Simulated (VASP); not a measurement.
# AlN (P1) in VASP: notebook, part 2 of 2

VASP 6.6.1. The steps go on from the part before.

## (4) Single point, PBE (atom 1 (Al) moved by (-0.450, +0.450) A along x and z)

INCAR

```
PREC = Accurate
ENCUT = 520
EDIFF = 1E-7
ISMEAR = 0
SIGMA = 0.05
LREAL = False
LASPH = True
NELM = 100
ALGO = Normal
ISIF = 2
LWAVE = False
LCHARG = False
GGA = PE
NBANDS = 16
```

KPOINTS

```
regular mesh
0
Gamma
  12 12 6
```

POSCAR

```
AlN
1.0
    3.1302395627      0.0000000000      0.0000000000
   -1.5651197814      2.7108669813      0.0000000000
    0.0000000000      0.0000000000      5.0179796546
Al N
2 2
Direct
    0.1895743683      0.6666666667      0.0914062433
    0.6666666667      0.3333333333      0.5017287175
    0.3333333333      0.6666666667      0.3832712825
    0.6666666667      0.3333333333      0.8832712825
```

Potentials or basis: VASP PAW PBE potentials, release 64 (Al, N).

Started as:

```
$ cat potpaw_PBE.64/Al/POTCAR potpaw_PBE.64/N/POTCAR > POTCAR
$ mpirun -np 1 vasp_std > vasp.out
```

OUTCAR:

```text
PREC = Accurate
   ENCUT = 520
   EDIFF = 1E-7
   ISMEAR = 0
   LREAL = False
   LASPH = True
   NELM = 100
   ISIF = 2
   GGA = PE

 ion  position               nearest neighbor table
   1  0.190  0.667  0.091-   3 1.53   4 1.78   4 2.14   4 2.44   2 2.51   2 2.78   2 3.02   2 3.29

   2  0.667  0.333  0.502-   3 1.90   3 1.90   3 1.90   4 1.91   1 2.51   1 2.78   1 3.02   1 3.29

   3  0.333  0.667  0.383-   1 1.53   2 1.90   2 1.90   2 1.90
   4  0.667  0.333  0.883-   1 1.78   2 1.91   1 2.14   1 2.44

  LATTYP: Found a hexagonal cell.
 ALAT       =     3.1302395627
 C/A-ratio  =     1.6030656932

  Lattice vectors:

 A1 = (   3.1302395627,   0.0000000000,   0.0000000000)
 A2 = (  -1.5651197814,   2.7108669813,   0.0000000000)
 A3 = (   0.0000000000,   0.0000000000,   5.0179796546)

Analysis of symmetry for initial positions (statically):
=====================================================================
 Subroutine PRICEL returns:
 Original cell was already a primitive cell.

 Routine SETGRP: Setting up the symmetry group for a
 hexagonal supercell.

 Subroutine GETGRP returns: Found  1 space group operations
 (whereof  1 operations were pure point group operations)
 out of a pool of 24 trial point group operations.

The static configuration has the point symmetry C_1 .

Analysis of symmetry for dynamics (positions and initial velocities):
=====================================================================
 Subroutine PRICEL returns:
 Original cell was already a primitive cell.

 Routine SETGRP: Setting up the symmetry group for a
 hexagonal supercell.

 Subroutine GETGRP returns: Found  1 space group operations
 (whereof  1 operations were pure point group operations)
 out of a pool of 24 trial point group operations.

The dynamic configuration has the point symmetry C_1 .

 Subroutine INISYM returns: Found  1 space group operations
 (whereof  1 operations are pure point group operations),
[... 120 lines left out ...]
     AMIX_MAG =   1.60;   BMIX_MAG =  1.00
  volume/ion in A,a.u.               =      10.65        71.84
  Fermi-wavevector in a.u.,A,eV,Ry     =   1.181345  2.232418 18.987951  1.395575
  Thomas-Fermi vector in A             =   2.317620
   LORBIT       =      0    0 simple, 1 ext, 2 COOP (PROOUT), +10 PAW based schemes
   GGA     = PE    functional components
   LHFCALC =     F    Hartree Fock is set to
   AEXX    =    0.0000 exact exchange contribution
   IVDW    =     0    specifies the selected vdW correction
   LEPSILON=     F    determine dielectric tensor
   LRPA    =     F    only Hartree local field effects (RPA)
 non-spin polarized calculation
 Gauss-broadening in eV      SIGMA  =   0.05
  energy-cutoff  :      520.00
  volume of cell :       42.58
 maximum number of plane-waves:      1170
   NGX = 11   NGY = 11   NGZ = 19

 number of electron      15.9999998 magnetization

 Free energy of the ion-electron system (eV)
  ---------------------------------------------------
  ext. energy  EPLUGINS =         0.00000000
  ---------------------------------------------------
  free energy    TOTEN  =       -26.16256850 eV

  energy without entropy =      -26.16256850  energy(sigma->0) =      -26.16256850

 E-fermi :   8.3431     XC(G=0): -10.8126

 val. band max:        8.0520526819   @ k =   0.0000   0.0000   0.1667
 cond. band min:       8.6521395328   @ k =   0.0000   0.0000   0.0000
 fundamental gap:      0.6000868509
 Fermi energy:         8.3430632718

 k-point     1 :       0.0000    0.0000    0.0000
  band No.  band energies     occupation
      1     -10.3720      2.00000
      2      -6.1622      2.00000
      3      -0.3413      2.00000
      4       3.3268      2.00000
      5       3.4766      2.00000
      6       5.3640      2.00000
[... 433 lines left out ...]
      3       0.3272      2.00000
      4       1.4590      2.00000
      5       2.7851      2.00000
      6       5.1152      2.00000
[... 8 lines left out ...]
     15      18.1433      0.00000
     16      18.7518      0.00000

 [... further k-points ...]

------------------------ aborting loop because EDIFF is reached ----------------------------------------

  FORCE on cell =-STRESS in cart. coord.  units (eV):
  Direction    XX          YY          ZZ          XY          YZ          ZX
  --------------------------------------------------------------------------------------
  -------------------------------------------------------------------------------------
  Total        2.7006732      1.1242246     14.1978507      0.6996900      0.8088209      4.6064997
  in kB      101.6173676     42.3008390    534.2179863     26.3270129     30.4332445    173.3272899
  external PRESSURE =     226.0453977 kB  Pullay stress =       0.0000000 kB

 VOLUME and BASIS-vectors are now :
 -----------------------------------------------------------------------------
  energy-cutoff  :      520.00
  volume of cell :       42.58
      direct lattice vectors                 reciprocal lattice vectors
     3.130239563  0.000000000  0.000000000     0.319464367  0.184442838  0.000000000
    -1.565119781  2.710866981  0.000000000     0.000000000  0.368885676  0.000000000
     0.000000000  0.000000000  5.017979655     0.000000000  0.000000000  0.199283391

 POSITION                                       TOTAL-FORCE (eV/Angst)
 -----------------------------------------------------------------------------------
     -0.45000      1.80724      0.45867         0.071874      1.882741    -16.079421
      1.56512      0.90362      2.51766        -0.548553     -0.342926      4.501189
     -0.00000      1.80724      1.92325         2.299004     -0.084888     10.223126
      1.56512      0.90362      4.43224        -1.822326     -1.454927      1.355106
 -----------------------------------------------------------------------------------
    total drift:                                0.000056      0.000037      0.000634

  FREE ENERGIE OF THE ION-ELECTRON SYSTEM (eV)
  ---------------------------------------------------
  free  energy   TOTEN  =       -26.1625684960 eV

  energy  without entropy=      -26.1625684960  energy(sigma->0) =      -26.16256850
```

stdout:

```text
POSCAR found type information on POSCAR AlN
 POSCAR found :  2 types and       4 ions
 scaLAPACK will be used
 LDA part: xc-table for (Slater+PW92), standard interpolation
 POSCAR, INCAR and KPOINTS ok, starting setup
 FFT: planning ... GRIDC
 FFT: planning ... GRID_SOFT
 FFT: planning ... GRID
 WAVECAR not read
 entering main loop
```

Wall time 92 s (1 thread of Intel Xeon 6975P-C (Granite Rapids), shared host); peak memory 0.35 GiB.

What came out:

* Free energy: -26.1626 eV
* Pressure: 22.6 GPa
* Largest force: 16.189 eV/Å
* Band gap on the k mesh: 0.60 eV (least direct gap 0.61 eV)

Forces in eV/Å, atoms in the order of the input:
```
Al    0.072   1.883 -16.079
Al   -0.549  -0.343   4.501
N     2.299  -0.085  10.223
N    -1.822  -1.455   1.355
```

Caveat: the cell differs from its parent crystal (atom 1 (Al) moved by (-0.450, +0.450) A along x and z); the stress differs along the axes, from 4 to 53 GPa; semilocal functionals underestimate gaps, and a narrow one can read as zero; forces of over 1 eV/Å act on the atoms, so gaps and moduli don't describe the material at rest.

## (5) Summary

| cell | gap on the mesh (eV) | pressure (GPa) | largest force (eV/Å) |
| --- | --- | --- | --- |
| as given, atomic positions A | 2.80 | 29.7 | 19.95 |
| as given, atomic positions B | 3.41 | 13.7 | 11.25 |
| as given, atomic positions C | 0.60 | 22.6 | 16.19 |

Alike in all rows: task single point; level PBE; potentials or basis VASP PAW PBE potentials, release 64 (Al, N); no spin polarisation; k mesh 12 × 12 × 6; cutoff (eV) 520; smearing gaussian 0.05 eV.

Caveats: forces of over 1 eV/Å act on the atoms, so gaps and moduli don't describe the material at rest; the stress differs along the axes, from -2 to 52 GPa (at least some runs); the stress differs along the axes, from 5 to 21 GPa (at least some runs); the stress differs along the axes, from 4 to 53 GPa (at least some runs); semilocal functionals underestimate gaps, and a narrow one can read as zero (at least some runs).

Total energies depend on the potentials used, so only differences within one code and one set of settings carry meaning.
